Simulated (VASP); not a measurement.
HfO2, 12 atoms in the cell. Symmetry: P2_1/c, No. 14, monoclinic system. Conventional cell: a = 5.185 Å, b = 5.254 Å, c = 5.354 Å, α = 90.00°, β = 99.35°, γ = 90.00°. Within 2.7 Å of Hf (site symmetry 1) lie 7 O at 2.06 to 2.28 Å. Within 2.7 Å of O (site symmetry 1) lie 3 Hf at 2.06 to 2.15 Å and 2 O at 2.54 to 2.61 Å. O (site symmetry 1) has 4 Hf at 2.17 to 2.28 Å and 8 O at 2.54 to 3.04 Å within 3.1 Å. 

* Program: VASP 6.6.1
* Task: single point
* Functional: PBE
* Dispersion: D4
* Potentials or basis: VASP PAW PBE potentials, release 64 (Hf_pv, O)
* Cutoff: 520 eV
* k mesh: 5 × 5 × 5
* Occupations: fermi-dirac, width 0.05 eV
* Spin: no spin polarisation
* Dipole correction: no
* Further INCAR settings: ALGO = Normal; EDIFF = 1e-07; NBANDS = 56

Potentials or basis: VASP PAW PBE potentials, release 64 (Hf_pv, O).

The run is started by

```sh
$ cat potpaw_PBE.64/Hf_pv/POTCAR potpaw_PBE.64/O/POTCAR > POTCAR
$ mpirun -np 1 vasp_std > vasp.out
```

Hardware: 1 thread of Intel Xeon 8259CL (shared host).

Q: How long does it take, and how much memory?

A: It took 9.3 min on 1 thread of Intel Xeon 8259CL (shared host), peak memory 0.38 GiB. Counts: scf iterations 16, k points 39.
